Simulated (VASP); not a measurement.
# Cd2HgSe3 in VASP: a series of runs

Cd2HgSe3 is run at these levels: PBE; tasks: single point.

All numbers are computed with VASP 6.6.1; they aren't measurements. Logs are shortened: lines on timing, memory, paths and dates and some standing lists are left out, and cuts for length are marked.

**1. The cell of the first run**

It takes space group P6_3mc (No. 186, hexagonal). The conventional cell has a = 4.399 Å, b = 4.399 Å, c = 21.539 Å, α = 90.00°, β = 90.00°, γ = 120.00°. Within 3.5 Å of Cd (site symmetry 3m) lie 4 Se at 2.69 to 2.70 Å. Within 3.5 Å of Cd (site symmetry 3m) lie 4 Se at 2.69 Å. Hg (site symmetry 3m) has 4 Se at 2.70 to 2.71 Å within 3.6 Å. Se (site symmetry 3m) has 3 Cd at 2.69 Å and 1 Hg at 2.71 Å within 3.5 Å. Se (site symmetry 3m) has 1 Cd at 2.70 Å and 3 Hg at 2.70 Å within 3.6 Å. Within 3.5 Å of Se (site symmetry 3m) lie 4 Cd at 2.69 Å.

**2. Single point, PBE**

INCAR reads:

```
ALGO = Normal
EDIFF = 1E-7
ENCUT = 520
GGA = PE
ISIF = 2
ISMEAR = 0
LASPH = T
LCHARG = T
LELF = T
LREAL = F
LVHAR = T
LWAVE = F
NBANDS = 66
NELM = 80
PREC = Accurate
SIGMA = 0.2
```

KPOINTS reads:

```
k-points
0
Gamma
  6 6 1
```

POSCAR reads:

```
Cd2HgSe3
1.0
    4.3987810048      0.0000000000      0.0000000000
   -2.1993905024      3.8094560958      0.0000000000
    0.0000000000      0.0000000000     21.5388148000
Cd Hg Se
4 2 6
Direct
    0.6666666667      0.3333333333      0.4992170000
    0.6666666667      0.3333333333      0.8336000000
    0.3333333333      0.6666666667      0.3336000000
    0.3333333333      0.6666666667      0.9992170000
    0.6666666667      0.3333333333      0.1670630000
    0.3333333333      0.6666666667      0.6670630000
    0.6666666667      0.3333333333      0.2930210000
    0.6666666667      0.3333333333      0.6243400000
    0.6666666667      0.3333333333      0.9586200000
    0.3333333333      0.6666666667      0.1243400000
    0.3333333333      0.6666666667      0.4586200000
    0.3333333333      0.6666666667      0.7930210000
```

Potentials or basis: VASP PAW PBE potentials, release 64 (Cd, Hg, Se).

Started as:

```sh
$ cat potpaw_PBE.64/Cd/POTCAR potpaw_PBE.64/Hg/POTCAR potpaw_PBE.64/Se/POTCAR > POTCAR
$ mpirun -np 1 vasp_std > vasp.out
```

OUTCAR:

```text
EDIFF = 1E-7
   ENCUT = 520
   GGA = PE
   ISIF = 2
   ISMEAR = 0
   LASPH = T
   LREAL = F
   NELM = 80
   PREC = Accurate

 ion  position               nearest neighbor table
   1  0.667  0.333  0.499-  11 2.69  11 2.69  11 2.69   8 2.70
   2  0.667  0.333  0.834-  12 2.69  12 2.69  12 2.69   9 2.69
   3  0.333  0.667  0.334-   7 2.69   7 2.69   7 2.69  11 2.69
   4  0.333  0.667  0.999-   9 2.69   9 2.69   9 2.69  10 2.70
   5  0.667  0.333  0.167-  10 2.70  10 2.70  10 2.70   7 2.71
   6  0.333  0.667  0.667-   8 2.70   8 2.70   8 2.70  12 2.71
   7  0.667  0.333  0.293-   3 2.69   3 2.69   3 2.69   5 2.71
   8  0.667  0.333  0.624-   1 2.70   6 2.70   6 2.70   6 2.70
   9  0.667  0.333  0.959-   4 2.69   4 2.69   4 2.69   2 2.69
  10  0.333  0.667  0.124-   4 2.70   5 2.70   5 2.70   5 2.70
  11  0.333  0.667  0.459-   1 2.69   1 2.69   1 2.69   3 2.69
  12  0.333  0.667  0.793-   2 2.69   2 2.69   2 2.69   6 2.71

  LATTYP: Found a hexagonal cell.
 ALAT       =     4.3987810048
 C/A-ratio  =     4.8965417411

  Lattice vectors:

 A1 = (   4.3987810048,   0.0000000000,   0.0000000000)
 A2 = (  -2.1993905024,   3.8094560958,   0.0000000000)
 A3 = (   0.0000000000,   0.0000000000,  21.5388148000)

Analysis of symmetry for initial positions (statically):
=====================================================================
 Subroutine PRICEL returns:
 Original cell was already a primitive cell.

 Routine SETGRP: Setting up the symmetry group for a
 hexagonal supercell.

 Subroutine GETGRP returns: Found 12 space group operations
 (whereof  6 operations were pure point group operations)
 out of a pool of 24 trial point group operations.

The static configuration has the point symmetry C_3v.
 The point group associated with its full space group is C_6v.

Analysis of symmetry for dynamics (positions and initial velocities):
=====================================================================
 Subroutine PRICEL returns:
 Original cell was already a primitive cell.

 Routine SETGRP: Setting up the symmetry group for a
 hexagonal supercell.

 Subroutine GETGRP returns: Found 12 space group operations
 (whereof  6 operations were pure point group operations)
 out of a pool of 24 trial point group operations.

The dynamic configuration has the point symmetry C_3v.
 The point group associated with its full space group is C_6v.

[... 110 lines left out ...]
   PSTRESS=    0.0 pullay stress
   NELECT =     108.0000    total number of electrons
   NUPDOWN=      -1.0000    fix difference up-down
   EMIN   =  10.00;   EMAX   =-10.00  energy-range for DOS
   EFERMI =   0.00;   METHOD = LEGACY
   ISMEAR =     0;   SIGMA  =   0.20  broadening in eV -4-tet -1-fermi 0-gaus
   EFERMI_NEDOS =   21; number of points for ismear=-14 and -15
   IALGO  =     38    algorithm
   IMIX   =      4    mixing-type and parameters
     AMIX     =   0.40;   BMIX     =  1.00
     AMIX_MAG =   1.60;   BMIX_MAG =  1.00
  volume/ion in A,a.u.               =      30.08       202.97
  Fermi-wavevector in a.u.,A,eV,Ry     =   1.094991  2.069232 16.313444  1.199004
  Thomas-Fermi vector in A             =   2.231306
   LORBIT       =      0    0 simple, 1 ext, 2 COOP (PROOUT), +10 PAW based schemes
   GGA     = PE    functional components
   LHFCALC =     F    Hartree Fock is set to
   AEXX    =    0.0000 exact exchange contribution
   IVDW    =     0    specifies the selected vdW correction
   LEPSILON=     F    determine dielectric tensor
   LRPA    =     F    only Hartree local field effects (RPA)
 non-spin polarized calculation
 Gauss-broadening in eV      SIGMA  =   0.20
  energy-cutoff  :      520.00
  volume of cell :      360.93
 maximum number of plane-waves:      9747
 NGX is ok and might be reduce to    36
   NGX = 17   NGY = 17   NGZ = 81

 number of electron     108.0000012 magnetization

 Free energy of the ion-electron system (eV)
  ---------------------------------------------------
  ext. energy  EPLUGINS =         0.00000000
  ---------------------------------------------------
  free energy    TOTEN  =       -30.09537246 eV

  energy without entropy =      -30.08268252  energy(sigma->0) =      -30.08902749

 E-fermi :   0.8165     XC(G=0):  -8.6297

 val. band max:        0.7186805683   @ k =   0.0000   0.0000   0.0000
 cond. band min:       1.8132829331   @ k =   0.0000   0.0000   0.0000
 fundamental gap:      1.0946023648
 Fermi energy:         0.8165423689

 k-point     1 :       0.0000    0.0000    0.0000
  band No.  band energies     occupation
      1     -11.8631      2.00000
      2     -11.8251      2.00000
      3     -11.6875      2.00000
      4     -11.5951      2.00000
      5     -11.5234      2.00000
      6     -11.4698      2.00000
[... 472 lines left out ...]
     65       6.6075      0.00000
     66       6.7022      0.00000

------------------------ aborting loop because EDIFF is reached ----------------------------------------

  FORCE on cell =-STRESS in cart. coord.  units (eV):
  Direction    XX          YY          ZZ          XY          YZ          ZX
  --------------------------------------------------------------------------------------
  -------------------------------------------------------------------------------------
  Total        0.6011849      0.6011849      0.5976996      0.0000000      0.0000000      0.0000000
  in kB        2.6687109      2.6687109      2.6532393      0.0000000      0.0000000      0.0000000
  external PRESSURE =       2.6635537 kB  Pullay stress =       0.0000000 kB

 VOLUME and BASIS-vectors are now :
 -----------------------------------------------------------------------------
  energy-cutoff  :      520.00
  volume of cell :      360.93
      direct lattice vectors                 reciprocal lattice vectors
     4.398781005  0.000000000  0.000000000     0.227335709  0.131252333  0.000000000
    -2.199390502  3.809456096  0.000000000     0.000000000  0.262504666  0.000000000
     0.000000000  0.000000000 21.538814800     0.000000000  0.000000000  0.046427810

 POSITION                                       TOTAL-FORCE (eV/Angst)
 -----------------------------------------------------------------------------------
      2.19939      1.26982     10.75254         0.000000     -0.000000     -0.002092
      2.19939      1.26982     17.95476        -0.000000     -0.000000      0.003634
     -0.00000      2.53964      7.18535         0.000000     -0.000000      0.003634
     -0.00000      2.53964     21.52195        -0.000000      0.000000     -0.002092
      2.19939      1.26982      3.59834         0.000000     -0.000000      0.008176
     -0.00000      2.53964     14.36775        -0.000000      0.000000      0.008176
      2.19939      1.26982      6.31133         0.000000     -0.000000     -0.006465
      2.19939      1.26982     13.44754        -0.000000     -0.000000     -0.003157
      2.19939      1.26982     20.64754         0.000000      0.000000     -0.000097
     -0.00000      2.53964      2.67814         0.000000     -0.000000     -0.003157
     -0.00000      2.53964      9.87813        -0.000000     -0.000000     -0.000097
     -0.00000      2.53964     17.08073        -0.000000     -0.000000     -0.006465
 -----------------------------------------------------------------------------------
    total drift:                               -0.000000     -0.000000     -0.001846

  FREE ENERGIE OF THE ION-ELECTRON SYSTEM (eV)
  ---------------------------------------------------
  free  energy   TOTEN  =       -30.0953724628 eV

  energy  without entropy=      -30.0826825230  energy(sigma->0) =      -30.08902749
```

Wall time 7.2 min (1 thread of Intel Xeon 8259CL, shared host); peak memory 0.57 GiB.

What came out:

| Quantity | Value |
| --- | --- |
| Free energy | -30.0954 eV |
| Pressure | 0.3 GPa |
| Largest force | 0.008 eV/Å |
| Band gap on the k mesh | zero (filled and empty bands touch) |

Forces on the atoms (eV/Å):
```
Cd   0.000  0.000 -0.002
Cd   0.000  0.000  0.004
Cd   0.000  0.000  0.004
Cd   0.000  0.000 -0.002
Hg   0.000  0.000  0.008
Hg   0.000  0.000  0.008
Se   0.000  0.000 -0.006
Se   0.000  0.000 -0.003
Se   0.000  0.000  0.000
Se   0.000  0.000 -0.003
Se   0.000  0.000  0.000
Se   0.000  0.000 -0.006
```

Caveat: semilocal functionals underestimate gaps, and a narrow one can read as zero; spin-orbit coupling is left out, which moves the levels of the heavy elements.

**3. Single point, PBE**

INCAR reads:

```
SYSTEM = Cd2HgSe3
ALGO = Normal
EDIFF = 1E-6
ENCUT = 520
GGA = PE
ISIF = 2
ISMEAR = 0
LASPH = .TRUE.
LCHARG = .FALSE.
LREAL = .FALSE.
LWAVE = .FALSE.
NBANDS = 66
NELM = 100
PREC = Accurate
SIGMA = 0.2
```

KPOINTS reads:

```
k-points
0
G
  6 6 1
  0 0 0
```

POSCAR reads:

```
Cd2HgSe3
1.0
    4.3984826638     -0.0009539007     -0.0006627132
   -2.2000242001      3.8132801617     -0.0001089455
   -0.0033991596     -0.0023633600     21.5423664148
Cd Hg Se
4 2 6
Direct
    0.6678021290      0.3347655661      0.4992795747
    0.6697862439      0.3353054858      0.8336495345
    0.3319122443      0.6661348887      0.3336354492
    0.3327687472      0.6644339944      0.9992700189
    0.6668589507      0.3352086046      0.1670611052
    0.3307997205      0.6642161010      0.6670818892
    0.6651282703      0.3326385079      0.2929941292
    0.6647739984      0.3313923240      0.6243305640
    0.6659790849      0.3311415435      0.9585543491
    0.3336706155      0.6682502251      0.1243089629
    0.3343757258      0.6680579616      0.4585529084
    0.3361442695      0.6684547975      0.7930035148
```

Potentials or basis: VASP PAW PBE potentials, release 64 (Cd, Hg, Se).

Started as:

```sh
$ cat potpaw_PBE.64/Cd/POTCAR potpaw_PBE.64/Hg/POTCAR potpaw_PBE.64/Se/POTCAR > POTCAR
$ mpirun -np 1 vasp_std > vasp.out
```

Run time: 17 min. Hardware: 1 thread of Intel Xeon 8259CL, shared host; peak memory 0.72 GiB.

Results (log left out):

```yaml
Free_energy: -30.0958 eV
Pressure: 0.2 GPa
Largest_force: 0.013 eV/Å
Band_gap_on_the_k_mesh: zero (filled and empty bands touch)
```

Forces in eV/Å, atoms in the order of the input:
```
Cd  -0.001 -0.003 -0.012
Cd  -0.004 -0.006 -0.007
Cd   0.002  0.002 -0.006
Cd  -0.001  0.005 -0.012
Hg   0.002 -0.003  0.007
Hg   0.005  0.006  0.007
Se   0.000  0.000 -0.004
Se  -0.002 -0.002  0.001
Se   0.001  0.001  0.013
Se  -0.002  0.000  0.003
Se   0.000  0.000  0.013
Se   0.001  0.001 -0.004
```

Levels at points of the mesh, in eV from the Fermi level:
```tsv
k point	band 50	band 51	band 52	band 53	band 54	band 55	band 56	band 57	band 58	band 59
(0.00, 0.00, 0.00)	-0.25	-0.19	-0.19	-0.14	-0.10	-0.10	1.00	1.57	1.60	1.78
(0.50, 0.00, 0.00)	-1.29	-1.25	-1.13	-1.08	-0.87	1.88	2.24	2.46	2.87	2.97
(0.00, 0.50, 0.00)	-1.29	-1.24	-1.13	-1.08	-0.86	1.88	2.25	2.47	2.87	2.97
(0.50, 0.50, 0.00)	-1.29	-1.25	-1.13	-1.08	-0.87	1.88	2.24	2.47	2.88	2.97
```

Caveat: semilocal functionals underestimate gaps, and a narrow one can read as zero; spin-orbit coupling is left out, which moves the levels of the heavy elements.

The gap in the log of VASP goes by the Fermi energy; the results here count the filled bands.